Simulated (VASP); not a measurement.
Here is a VASP 6.6.1 calculation.

The input INCAR:

```
SYSTEM = NiO
PREC = Accurate ; ENCUT = 520
EDIFF = 1E-6 ; ISMEAR = 0
SIGMA = 0.1 ; LREAL = .False.
LASPH = .True. ; NELM = 150
ALGO = Normal ; ISIF = 2
LWAVE = .False. ; LCHARG = .False.
ISPIN = 2 ; MAGMOM = 1.14 0.2
LORBIT = 11 ; LMAXMIX = 4
GGA = PS ; NBANDS = 19
```

Contents of KPOINTS:

```
regular mesh
0
Gamma
  18 18 18
  0 0 0
```

File POSCAR:

```
NiO
1.0
    0.0000000000      2.0580557221      2.0580557221
    2.0580557221      0.0000000000      2.0580557221
    2.0580557221      2.0580557221      0.0000000000
Ni O
1 1
Direct
    0.0000000000      0.0000000000      0.0000000000
    0.5000000000      0.5000000000      0.5000000000
```

Potentials or basis: VASP PAW PBE potentials, release 64 (Ni, O).

Launch:

```sh
$ cat potpaw_PBE.64/Ni/POTCAR potpaw_PBE.64/O/POTCAR > POTCAR
$ mpirun -np 1 vasp_std > vasp.out
```

**Question.** Predict the site moments.

**Answer.** Ni +1.00; O +0.16 μB.

**Question.** Estimate the net moment.

**Answer.** 1.20 μB per cell.

Caveat: a cell with one magnetic atom can't hold antiferromagnetic order, which such compounds often take; semilocal functionals often make such compounds metallic where correlation or magnetic order opens a gap, which also shifts bond lengths.

**Measured values to compare with.**

“Local correlations, non-local screening, multiplets, and band formation in NiO”, 2012, arxiv:1210.6675 quotes, for a bulk crystal of NiO: band gap 4.3 eV.

A measured gap of NiO is 4.3 eV (quoted in “Local correlations, non-local screening, multiplets, and band formation in NiO”, 2012, arxiv:1210.6675); the calculated 0.00 eV misses it by -4.30 eV. So large a miss can be the level of theory's own, or it may mean another phase, state or a wrong row. The value is that of PBEsol on a finite k mesh, which can miss the band edges, without temperature or zero-point motion. Semilocal functionals fall short of measured gaps as a rule. The run's magnetic order (collinear spin, ferromagnetic start) needn't be the measured crystal's.
